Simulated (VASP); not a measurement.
Here is a VASP 6.6.1 calculation.

Contents of INCAR:

```
  PREC = Accurate
  ENCUT = 520
  EDIFF = 1E-6
  ISMEAR = -1
  SIGMA = 0.1
  LREAL = F
  LASPH = T
  NELM = 100
  ALGO = Normal
  ISIF = 2
  LWAVE = F
  LCHARG = F
  GGA = B5
  ALDAX = 1.0
  AGGAX = 1.0
  AGGAC = 1.0
  ALDAC = 0.0
  NBANDS = 16
```

Contents of KPOINTS:

```
Automatic mesh
0
Gamma
  8 8 4
```

POSCAR

```
Cs
1.0
    5.3738846743      0.0000000000      0.0000000000
   -2.6869423371      4.6539206450      0.0000000000
    0.0000000000      0.0000000000      8.7877034754
Cs
2
Direct
    0.3333333333      0.6666666667      0.2500000000
    0.6666666667      0.3333333333      0.7500000000
```

Potentials or basis: VASP PAW PBE potentials, release 64 (Cs_sv).

Launch:

```bash
$ cat potpaw_PBE.64/Cs_sv/POTCAR > POTCAR
$ mpirun -np 1 vasp_std > vasp.out
```

(1) Estimate the band gap on the k mesh.

(2) Estimate the pressure.

## Answers

(1) zero (band 9 reaches 1.57 eV, above the bottom of band 10 at -0.06 eV).

(2) 0.3 GPa.

Caveat: the PAW data sets were made with another functional, which shifts forces and pressure a little; spin-orbit coupling is left out, which moves the levels of the heavy elements.
